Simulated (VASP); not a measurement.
Set up this calculation in VASP 6.6.1, as the native input.

```
Task                   : single point
Functional             : PBEsol
Potentials or basis    : VASP PAW PBE potentials, release 64 (Zn)
Cutoff                 : 520 eV
k mesh                 : 24 × 24 × 12
Occupations            : gaussian, width 0.15 eV
Spin                   : no spin polarisation
Dipole correction      : no
Further INCAR settings : ALGO = Fast; EDIFF = 1e-06; NBANDS = 19
```

The structure of Zn lies in POSCAR:

```
Zn
1.0
    2.6218099222      0.0000000000      0.0000000000
   -1.3109049611      2.2705539965      0.0000000000
    0.0000000000      0.0000000000      5.1102455899
Zn
2
Direct
    0.3333333333      0.6666666667      0.2500000000
    0.6666666667      0.3333333333      0.7500000000
```

This cell differs from its parent crystal: ratio of the length along z to the lengths across it x 1.05, volume and fractional coordinates fixed.

These files were run (other wordings do the same):

INCAR

```
SYSTEM = Zn
PREC = Accurate
ENCUT = 520
EDIFF = 1E-6
ISMEAR = 0
SIGMA = 0.15
LREAL = .False.
LASPH = .True.
NELM = 80
ALGO = Fast
ISIF = 2
LWAVE = .False.
LCHARG = .False.
GGA = PS
NBANDS = 19
```

KPOINTS

```
Automatic mesh
0
Gamma
  24 24 12
  0 0 0
```

Potentials or basis: VASP PAW PBE potentials, release 64 (Zn).

The run is started by

```sh
$ cat potpaw_PBE.64/Zn/POTCAR > POTCAR
$ mpirun -np 1 vasp_std > vasp.out
```

It gave:

| Property | Result |
| --- | --- |
| Pressure | -3.6 GPa |
| Band gap on the k mesh | zero (bands 12 and 13 overlap by 5.13 eV) |

Caveat: the cell stands under tension; the PAW data sets were made with another functional, which shifts forces and pressure a little.

It took 3.8 min on 1 thread of Intel Xeon 8259CL, on a shared host, peak memory 0.3 GiB.
